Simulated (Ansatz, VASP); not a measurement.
GaN: VASP beside Ansatz

INCAR

```
PREC = Accurate
ENCUT = 600
EDIFF = 1E-6
ISMEAR = 0
SIGMA = 0.1
LREAL = F
LASPH = T
NELM = 150
ALGO = Normal
ISIF = 3
LWAVE = F
LCHARG = F
ISPIN = 2
MAGMOM = 0 0 1 1
LORBIT = 11
GGA = PE
IBRION = 2
NSW = 90
EDIFFG = -0.04
```

The input KPOINTS:

```
regular mesh
0
Gamma
  6 6 6
```

File POSCAR:

```
GaN
1.0
    0.0000000000      3.2195797800      3.2195797800
    3.2195797800      0.0000000000      3.2195797800
    3.2195797800      3.2195797800      0.0000000000
Ga N
2 2
Direct
    0.0000000000      0.0000000000      0.0000000000
    0.2500000000      0.2500000000      0.2500000000
    0.7500000000      0.7500000000      0.7500000000
    0.5000000000      0.5000000000      0.5000000000
```

Input for Ansatz:

```yaml
crystal:
  lattice:
    - [0.0, 3.21957978, 3.21957978]
    - [3.21957978, 0.0, 3.21957978]
    - [3.21957978, 3.21957978, 0.0]
  atoms:
    - { symbol: Ga, position: [0.0, 0.0, 0.0] }
    - { symbol: Ga, position: [0.25, 0.25, 0.25] }
    - { symbol: "N", position: [0.75, 0.75, 0.75], spin: 1.0 }
    - { symbol: "N", position: [0.5, 0.5, 0.5], spin: 1.0 }
basis:
  ecutwfc: 420
kpoints:
  mp_grid: { grid: [6, 6, 6] }
hamiltonian:
  xc: pbe
scf:
  occupations: { method: gaussian, width: 0.1 }
  lower_state_search: "off"
output:
  forces: true
  stress: true
  eigenvalues: true
  populations: true
magnetization:
  spin_polarized: true
relax:
  adjacent_minimum: "off"
  f_tol: 0.04
  max_steps: 70
  cell: { stress_tol: 0.4 }
```

Alike in both runs: task relaxation of cell and atoms; functional PBE; k mesh 6 × 6 × 6; occupations gaussian, width 0.1 eV; collinear spin.

```csv
,VASP,Ansatz
version,VASP 6.6.1,Ansatz 0.2.0
potentials or method,"VASP PAW PBE potentials, release 64 (Ga_d, N), cutoff 600 eV","scalar-relativistic, plane waves, PAW"
valence electrons in the cell,36,36
```

Ansatz gave:

| Quantity | Value |
| --- | --- |
| gap on the k mesh at the Fermi level, each at its own relaxed structure (eV) | none |
| net moment per atom (μB) | 0.07 |
| size of the moment on the site where the two differ most (μB) | 0.13 |
| relaxed volume (Å³/atom) | 11.93 |
| relaxed cell length with the largest relative difference (Å) | 4.071 |

Problem. Estimate VASP's values.

Solution. gap on the k mesh at the Fermi level, each at its own relaxed structure (eV): none; net moment per atom (μB): 0.00; size of the moment on the site where the two differ most (μB): 0.00; relaxed volume (Å³/atom): 11.93; relaxed cell length with the largest relative difference (Å): 4.071.

Site moments also hang on the region over which each program counts them. A gap of «none» marks a metal or a gap that the smearing closes.

Noted on VASP's run: the volume moved by over 15 % at a fixed basis, so the end points are rough.
